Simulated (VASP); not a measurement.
A run of VASP 6.6.1:

INCAR

```
  PREC = Accurate
  ENCUT = 520
  EDIFF = 1E-6
  ISMEAR = -1
  SIGMA = 0.02
  LREAL = False
  LASPH = True
  NELM = 100
  ALGO = Normal
  ISIF = 2
  LWAVE = False
  LCHARG = False
  GGA = PE
  NBANDS = 41
```

Contents of KPOINTS:

```
regular mesh
0
Gamma
  12 12 4
```

POSCAR

```
SiGe2
1.0
    3.9955812225      0.0000000000      0.0000000000
   -1.9977906113      3.4602748415      0.0000000000
    0.0000000000      0.0000000000      9.7870390903
Si Ge
2 4
Direct
    0.3333333333      0.6666666667      0.7084969302
    0.6666666667      0.3333333333      0.2915030698
    0.0000000000      0.0000000000      0.3723696499
    0.6666666667      0.3333333333      0.0441125002
    0.0000000000      0.0000000000      0.6276303501
    0.3333333333      0.6666666667      0.9558874998
```

Potentials or basis: VASP PAW PBE potentials, release 64 (Si, Ge_d).

Command:

```console
$ cat potpaw_PBE.64/Si/POTCAR potpaw_PBE.64/Ge_d/POTCAR > POTCAR
$ mpirun -np 1 vasp_std > vasp.out
```

Hardware: 1 thread of Oxide Virtual Turin-like Processor (shared host).

Q: Estimate the wall time of this run.

A: Wall time 3.9 min on 1 thread of Oxide Virtual Turin-like Processor, with other jobs on the host, peak memory 0.39 GiB. Counts: scf iterations 13, k points 69.
